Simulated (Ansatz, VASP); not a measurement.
**Be in VASP and in Ansatz**

```
CELL_PARAMETERS angstrom
0.00000 1.49059 1.49059
1.49059 0.00000 1.49059
1.49059 1.49059 0.00000
ATOMIC_POSITIONS crystal
Be 0.00000 0.00000 0.00000
```

Change from the starting cell: volume scaled by 0.85, LAPW.

Alike in both runs: task single point; functional PBEsol; k mesh 23 × 23 × 23; occupations fermi-dirac, width 0.05 eV; no spin polarisation.

```csv
,VASP,Ansatz
version,VASP 6.6.1,Ansatz 0.2.0
potentials or method,"VASP PAW PBE potentials, release 64 (Be), cutoff 520 eV","all-electron LAPW, scalar-relativistic"
```

Ansatz gave:

```
pressure (GPa) : 26.1
```

Task: Which values does VASP return?

Result: Pressure (GPa): 26.9.

VASP's potentials were made for PBE, not for PBEsol. Ansatz ran all-electron here, and VASP with PAW potentials.
